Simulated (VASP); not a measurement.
**MgFeC4N4: single point with PBE**

MgFeC4N4:

```xyz
10
Lattice="5.9848 0.0000 0.0000 0.0000 5.9848 0.0000 0.0000 0.0000 5.9848" Properties=species:S:1:pos:R:3 pbc="T T T"
Mg    2.9924    2.9924    2.9924
Fe    0.0000    0.0000    0.0000
C     1.1189    1.1189    1.1189
C     1.1189    4.8659    4.8659
C     4.8659    1.1189    4.8659
C     4.8659    4.8659    1.1189
N     1.7944    1.7944    1.7944
N     1.7944    4.1904    4.1904
N     4.1904    1.7944    4.1904
N     4.1904    4.1904    1.7944
```

- Program: VASP 6.6.1
- Task: single point
- Functional: PBE
- Potentials or basis: VASP PAW PBE potentials, release 64 (Mg, Fe, C, N)
- Cutoff: 520 eV
- k mesh: 4 × 4 × 4
- Occupations: gaussian, width 0.1 eV
- Spin: collinear spin, ferromagnetic start
- Starting moments: [0.0, 4.0, 0.0, 0.0, 0.0, 0.0, 0.0, 0.0, 0.0, 0.0] μB

```
Pressure                                              : 0.9 GPa
Largest force                                         : 0.604 eV/Å
Band gap on the k mesh                                : zero (filled and empty bands overlap)
Net moment                                            : 4.00 μB per cell
Site moments                                          : Mg +0.00; Fe +3.14; C +0.00; N +0.08 μB
Valence electrons inside the program's atomic spheres : Mg 0.34; Fe 7.26; C 2.60; N 3.90
```

Forces on the atoms (eV/Å):
```
Mg   0.000  0.000  0.000
Fe   0.000  0.000  0.000
C    0.131  0.131  0.131
C    0.131 -0.131 -0.131
C   -0.131  0.131 -0.131
C   -0.131 -0.131  0.131
N    0.348  0.348  0.348
N    0.348 -0.348 -0.348
N   -0.348  0.348 -0.348
N   -0.348 -0.348  0.348
```

Levels at points of the mesh, in eV from the Fermi level:
Spin up:
```csv
k point,band 22,band 23,band 24,band 25,band 26,band 27,band 28,band 29
"(0.00, 0.00, 0.00)",-2.23,-1.07,-1.07,-1.07,3.88,3.88,3.88,4.50
"(0.50, 0.00, 0.00)",-2.11,-1.02,-0.90,-0.90,4.03,4.03,4.18,4.37
"(0.50, 0.50, 0.00)",-2.06,-1.03,-0.87,-0.87,4.18,4.30,4.46,4.46
"(0.50, 0.50, 0.50)",-2.14,-1.01,-1.01,-1.01,4.34,4.34,4.34,4.57
```
Spin down:
| k point | band 19 | band 20 | band 21 | band 22 | band 23 | band 24 |
| --- | --- | --- | --- | --- | --- | --- |
| (0.00, 0.00, 0.00) | -3.19 | -3.19 | -0.03 | -0.03 | 1.06 | 1.06 |
| (0.50, 0.00, 0.00) | -3.23 | -3.23 | -0.05 | 0.06 | 1.17 | 1.28 |
| (0.50, 0.50, 0.00) | -3.24 | -3.19 | -0.03 | 0.05 | 1.22 | 1.33 |
| (0.50, 0.50, 0.50) | -3.07 | -3.07 | -0.02 | -0.02 | 1.21 | 1.21 |

Run time: 3.8 min on 1 thread of Intel(R) Xeon(R) Platinum 8488C (Sapphire Rapids) (shared host), peak memory 0.48 GiB.

Caveat: a cell with one magnetic atom can't hold antiferromagnetic order, which such compounds often take. With open d or f shells a metallic result of PBE can be an artefact of self-interaction; +U or a hybrid may open a gap.
